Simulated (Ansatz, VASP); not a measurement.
## One calculation of BeH, two programs

```
CELL_PARAMETERS angstrom
2.73836 0.00000 0.00000
-1.36918 2.37149 0.00000
0.00000 0.00000 3.79246
ATOMIC_POSITIONS crystal
Be 0.33333 0.66667 0.25000
Be 0.66667 0.33333 0.75000
H 0.66667 0.33333 0.25000
H 0.33333 0.66667 0.75000
```

Alike in both runs: functional PBE; k mesh 12 × 12 × 10; occupations gaussian, width 0.1 eV; no spin polarisation.

Ansatz relaxed the structure, and its values are those at the end. VASP's run is a single point on that final structure, the one shown.

|  | VASP | Ansatz |
| --- | --- | --- |
| version | VASP 6.6.1 | Ansatz 0.2.0 |
| potentials or method | VASP PAW PBE potentials, release 64 (Be, H), cutoff 520 eV | scalar-relativistic, plane waves, PAW |
| valence electrons in the cell | 6 | 6 |

```tsv
	VASP	Ansatz	Ansatz less VASP
gap on the k mesh at the Fermi level (eV)	none	none	-
pressure (GPa)	-0.1	-0.1	+0.06
```

A gap of «none» marks a metal or a gap that the smearing closes. With one functional, cell and mesh, what is left measures potentials, basis and numerics.
